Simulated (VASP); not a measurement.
Crystal: Ta4O.

```
CELL_PARAMETERS angstrom
3.25750 0.00000 0.00000
0.00000 3.25750 0.00000
0.00000 0.00000 7.40934
ATOMIC_POSITIONS crystal
Ta 0.00000 0.00000 0.00000
Ta 0.50000 0.50000 0.21684
Ta 0.50000 0.50000 0.78316
Ta 0.00000 0.00000 0.50000
O 0.50000 0.50000 0.50000
```

Base run:

```yaml
Program: VASP 6.6.1
Functional: PBEsol
Potentials_or_basis: VASP PAW PBE potentials, release 64 (Ta_pv, O)
Cutoff: 520 eV
k_mesh: 8 × 8 × 4
Occupations: fermi-dirac, width 0.05 eV
Spin: no spin polarisation
Hubbard_terms: Ta d U = 3.0 eV
```

Its results: band gap on the k mesh zero (band 25 reaches 7.06 eV, above the bottom of band 26 at 6.24 eV); pressure 1.1 GPa; largest force 0.321 eV/Å.

Question: After a change of settings the same cell gave: band gap on the k mesh zero (band 25 reaches 6.91 eV, above the bottom of band 26 at 6.10 eV); pressure -1.9 GPa; largest force 0.207 eV/Å. Which change was it?
A. potentials or basis from VASP PAW PBE potentials, release 64 (Ta_pv, O) to VASP PAW PBE potentials, release 64 (Ta_sv_GW, O); cutoff from 520 eV to 600 eV; further incar settings from ALGO = Normal; EDIFF = 1e-06; NBANDS = 33 to ALGO = Normal; EDIFF = 1e-06; NBANDS = 37; valence electrons from 50 to 58
B. hubbard terms from Ta d U = 3.0 eV to Ta d U = 1.0 eV
C. hubbard terms from Ta d U = 3.0 eV to none; further incar settings from ALGO = Normal; EDIFF = 1e-06; NBANDS = 33 to ALGO = Normal; EDIFF = 1e-07; NBANDS = 33
D. hubbard terms from Ta d U = 3.0 eV to Ta d U = 2.0 eV

Answer: D.

Caveats: the PAW data sets were made with another functional, which shifts forces and pressure a little; spin-orbit coupling is left out, which moves the levels of the heavy elements; U without spin polarisation on a metal has little footing.
